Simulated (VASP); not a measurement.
A run of VASP 6.6.1:

File INCAR:

```
PREC = Accurate
ENCUT = 520
EDIFF = 1E-7
ISMEAR = -1
SIGMA = 0.05
LREAL = False
LASPH = True
NELM = 100
ALGO = Normal
ISIF = 2
LWAVE = False
LCHARG = False
GGA = CA
NBANDS = 25
```

Contents of KPOINTS:

```
regular mesh
0
Gamma
  10 10 5
```

POSCAR

```
CuO
1.0
    2.3726673498     -1.7338196878      0.0000000000
    2.3726673498      1.7338196878      0.0000000000
   -0.8612132810      0.0000000000      5.1244279405
Cu O
2 2
Direct
    0.5000000000      0.0000000000      0.5000000000
    0.0000000000      0.5000000000      0.0000000000
    0.4184000000      0.5816000000      0.7500000000
    0.5816000000      0.4184000000      0.2500000000
```

Potentials or basis: VASP PAW LDA potentials, release 64 (Cu, O).

Command:

```bash
$ cat potpaw_LDA.64/Cu/POTCAR potpaw_LDA.64/O/POTCAR > POTCAR
$ mpirun -np 1 vasp_std > vasp.out
```

Hardware: 1 thread of Intel(R) Xeon(R) Platinum 8488C (Sapphire Rapids) (shared host).

**Question.** Estimate the wall time of this run.

**Answer.** Run time: 80 s on 1 thread of Intel(R) Xeon(R) Platinum 8488C (Sapphire Rapids), on a shared host, peak memory 0.23 GiB. Counts: scf iterations 15, k points 141.
